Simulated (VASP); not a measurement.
ZrH2:

```
Zr H
1.0
     0.00000    2.41000    2.41000
     2.41000    0.00000    2.41000
     2.41000    2.41000    0.00000
Zr H
1 2
Cartesian
  0.0000 0.0000 0.0000
  1.2050 1.2050 1.2050
  3.6150 3.6150 3.6150
```

```yaml
Program: VASP 6.6.1
Task: relaxation of cell and atoms
Functional: LDA
Potentials_or_basis: VASP PAW LDA potentials, release 64 (Zr_sv, H)
Cutoff: 500 eV
k_mesh: 16 × 16 × 16
Occupations: fermi-dirac, width 0.1 eV
Spin: no spin polarisation
```

At the start: pressure -6.9 GPa; volume 9.33 Å³/atom.

Question: Where does the relaxation end?

Answer: Over 3 steps the energy falls by 10.4 meV/atom and the volume is 8.87 Å³/atom (-5.0 %); space group Fm-3m (No. 225, to 0.1 Å) before and after.

Step by step:
| step | energy change (eV) | largest force (eV/Å) | pressure (GPa) | volume (Å³) |
| --- | --- | --- | --- | --- |
| 1 | 0.0000 | 0.0000 | -6.86 | 28.00 |
| 2 | -0.0304 | 0.0000 | 1.12 | 26.41 |
| 3 | -0.0311 | 0.0000 | 0.01 | 26.60 |

Final structure:
```
Zr H
1.0
     0.00000    2.36934    2.36934
     2.36934    0.00000    2.36934
     2.36934    2.36934    0.00000
Zr H
1 2
Direct
  0.00000 0.00000 0.00000
  0.25000 0.25000 0.25000
  0.75000 0.75000 0.75000
```
